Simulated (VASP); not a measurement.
CsCl: single point with r2SCAN

The system is CsCl.

```
Cs Cl
1.0
     4.14017    0.00000    0.00000
     0.00000    4.14017    0.00000
     0.00000    0.00000    4.14017
Cs Cl
1 1
Direct
  0.00000 0.00000 0.00000
  0.50000 0.50000 0.50000
```

- Program: VASP 6.6.1
- Task: single point
- Functional: r2SCAN
- Potentials or basis: VASP PAW PBE potentials, release 64 (Cs_sv, Cl)
- Cutoff: 550 eV
- k mesh: 8 × 8 × 8
- Occupations: fermi-dirac, width 0.1 eV
- Spin: no spin polarisation

```json
{"Pressure": "0.0 GPa", "Band gap on the k mesh": "5.91 eV, direct"}
```

Levels at points of the mesh, in eV from the valence-band top:
| k point | band 4 | band 5 | band 6 | band 7 | band 8 | band 9 | band 10 | band 11 | band 12 | band 13 |
| --- | --- | --- | --- | --- | --- | --- | --- | --- | --- | --- |
| (0.00, 0.00, 0.00) | -6.02 | -6.02 | 0.00 | 0.00 | 0.00 | 5.91 | 5.91 | 6.00 | 10.70 | 10.70 |
| (0.50, 0.00, 0.00) | -5.88 | -5.88 | -1.13 | -0.23 | -0.23 | 6.94 | 8.25 | 9.57 | 9.89 | 10.16 |
| (0.50, 0.50, 0.00) | -6.78 | -5.80 | -0.43 | -0.43 | -0.05 | 6.55 | 6.64 | 8.62 | 8.62 | 12.75 |
| (0.50, 0.50, 0.50) | -6.54 | -6.54 | -1.07 | -1.07 | -1.07 | 9.13 | 9.13 | 9.13 | 11.24 | 11.24 |

Run time: 61 s on 1 thread of Intel(R) Xeon(R) Platinum 8375C CPU @ 2.90GHz (Ice Lake), with other jobs on the host, peak memory 0.2 GiB.

Caveat: the PAW data sets were made with another functional, which shifts forces and pressure a little; spin-orbit coupling is left out, which moves the levels of the heavy elements. r2SCAN opens gaps a little over a GGA but as a rule still falls short of measured ones.
